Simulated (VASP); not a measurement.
Ti4C: relaxation of the atoms with PBEsol

The system is Ti4C, a slab with vacuum.

```xyz
5
Lattice="3.2102 0.0000 0.0000 0.0000 3.2102 0.0000 0.0000 0.0000 20.1070" Properties=species:S:1:pos:R:3 pbc="T T T"
Ti    1.6051    1.6051    4.0000
Ti    0.0000    0.0000    5.6051
Ti    1.6051    1.6051    7.1146
Ti    0.0000    0.0000    8.6070
C     0.8026    1.2038    9.9870
```

```json
{
 "Program": "VASP 6.6.1",
 "Task": "relaxation of the atoms",
 "Functional": "PBEsol",
 "Potentials or basis": "VASP PAW PBE potentials, release 64 (Ti_sv, C)",
 "Cutoff": "520 eV",
 "k mesh": "8 × 8 × 1",
 "Occupations": "gaussian, width 0.1 eV",
 "Spin": "no spin polarisation",
 "Dipole correction": "yes",
 "Atoms held fixed (from 0)": "[0, 1, 2, 3]",
 "Further INCAR settings": "ALGO = Fast; EDIFF = 1e-06; IBRION = 2; EDIFFG = -0.025; NSW = 36",
 "Atoms held along some axes (from 0)": "atom 4 along a and b"
}
```

- Energy gained by relaxing: 227.6 meV/atom
- Ionic steps: 5
- Band gap on the k mesh: zero (bands 26 and 27 overlap by 0.53 eV)

Step by step:
| step | energy change (eV) | largest force on free atoms (eV/Å) | pressure (GPa) |
| --- | --- | --- | --- |
| 1 | 0.0000 | 3.3797 | -3.12 |
| 2 | -0.5104 | 2.8017 | -2.37 |
| 3 | -1.1207 | 0.5347 | 0.12 |
| 4 | -1.1369 | 0.1415 | 0.90 |
| 5 | -1.1381 | 0.0021 | 0.73 |

Final structure:
```xyz
5
Lattice="3.2102 0.0000 0.0000 0.0000 3.2102 0.0000 0.0000 0.0000 20.1070" Properties=species:S:1:pos:R:3 pbc="T T T"
Ti    1.6051    1.6051    4.0000
Ti    0.0000    0.0000    5.6051
Ti    1.6051    1.6051    7.1146
Ti    0.0000    0.0000    8.6070
C     0.8026    1.2038    9.4132
```

Levels at points of the mesh, in eV from the Fermi level:
```
           k point  band 24  band 25  band 26  band 27  band 28  band 29
(0.00, 0.00, 0.00)    -1.14     0.08     0.22     1.01     1.02     1.09
(0.50, 0.00, 0.00)    -0.45    -0.14     0.07     0.13     0.45     0.95
(0.00, 0.50, 0.00)    -0.38    -0.10     0.03     0.19     0.54     0.91
(0.50, 0.50, 0.00)    -0.56    -0.44    -0.40     0.12     0.20     0.46
```

Wall time 20 min on 4 MPI ranks on Oxide Virtual Turin-like Processor, on a shared host, peak memory 0.39 GiB a rank.

Caveat: the PAW data sets were made with another functional, which shifts forces and pressure a little.
